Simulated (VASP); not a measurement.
**La2O3: relaxation of cell and atoms with PBE**

La2O3:

```
La O
1.0
     3.93078    0.00000    0.00000
    -1.96539    3.40415    0.00000
     0.00000    0.00000    6.11195
La O
2 3
Direct
  0.66667 0.33333 0.75376
  0.33333 0.66667 0.24624
  0.66667 0.33333 0.35411
  0.33333 0.66667 0.64589
  0.00000 0.00000 0.00000
```

```
Program                : VASP 6.6.1
Task                   : relaxation of cell and atoms
Functional             : PBE
Potentials or basis    : VASP PAW PBE potentials, release 64 (La, O)
Cutoff                 : 600 eV
k mesh                 : 6 × 6 × 4
Occupations            : gaussian, width 0.02 eV
Spin                   : no spin polarisation
Dipole correction      : no
Further INCAR settings : ALGO = Normal; EDIFF = 1e-07; IBRION = 2; EDIFFG = -0.005; NSW = 100; ISIF = 3
```

```yaml
Relaxed_volume: 16.58 Å³/atom
Relaxed_cell: a = 3.936 Å, b = 3.936 Å, c = 6.179 Å, α = 90.00°, β = 90.00°, γ = 120.00°
Space_group_after_relaxing_to_0.05_Å: P-3m1 (No. 164)
Energy_gained_by_relaxing: 1.1 meV/atom
Ionic_steps: 10
Pressure_after_relaxing: 0.0 GPa
Largest_force_after_relaxing: 0.004 eV/Å
Band_gap_on_the_k_mesh: 3.86 eV, indirect (least direct gap 3.98 eV)
```

Forces in eV/Å, atoms in the order of the input:
```
La   0.000  0.000  0.004
La   0.000  0.000 -0.004
O    0.000  0.000  0.002
O    0.000  0.000 -0.002
O    0.000  0.000  0.000
```

The path:
| step | energy change (eV) | largest force (eV/Å) | pressure (GPa) | volume (Å³) |
| --- | --- | --- | --- | --- |
| 1 | 0.0000 | 0.0119 | 1.47 | 81.78 |
| 2 | -0.0010 | 0.1560 | -1.29 | 83.57 |
| 3 | -0.0043 | 0.0844 | -0.04 | 82.73 |
| 4 | -0.0052 | 0.0180 | -0.02 | 82.83 |
| 5 | -0.0054 | 0.0296 | -0.01 | 82.89 |
| 6 | -0.0056 | 0.0211 | -0.01 | 82.90 |
| 7 | -0.0056 | 0.0151 | 0.00 | 82.91 |
| 8 | -0.0056 | 0.0145 | 0.00 | 82.91 |
| 9 | -0.0057 | 0.0086 | 0.01 | 82.92 |
| 10 | -0.0057 | 0.0036 | 0.02 | 82.92 |

Final structure:
```cif
data_structure
_symmetry_space_group_name_H-M 'P 1'
_symmetry_Int_Tables_number 1
_cell_length_a 3.9364
_cell_length_b 3.9364
_cell_length_c 6.1794
_cell_angle_alpha 90.000
_cell_angle_beta 90.000
_cell_angle_gamma 120.000
_cell_volume 82.92
loop_
_atom_site_label
_atom_site_type_symbol
_atom_site_fract_x
_atom_site_fract_y
_atom_site_fract_z
_atom_site_occupancy
La1 La 0.66667 0.33333 0.75271 1
La2 La 0.33333 0.66667 0.24729 1
O1 O 0.66667 0.33333 0.35458 1
O2 O 0.33333 0.66667 0.64542 1
O3 O 0.00000 0.00000 0.00000 1
```

Levels at points of the mesh, in eV from the valence-band top:
```
           k point  band 17  band 18  band 19  band 20  band 21  band 22  band 23  band 24
(0.00, 0.00, 0.00)    -1.62    -0.35    -0.35    -0.09     4.27     4.63     4.63     5.09
(0.50, 0.00, 0.00)    -0.71    -0.64    -0.40    -0.29     3.86     4.69     5.12     5.17
(0.00, 0.00, 0.50)    -0.97    -0.75    -0.26    -0.26     4.67     4.74     4.74     4.89
(0.50, 0.00, 0.50)    -0.94    -0.68    -0.35     0.00     4.38     4.60     5.02     5.15
```

It took 12 min on 1 thread of Intel Xeon 6975P-C, with other jobs on the host, peak memory 0.26 GiB.

Caveat: spin-orbit coupling is left out, which moves the levels of the heavy elements. As with any semilocal functional, this PBE gap is likely too small.
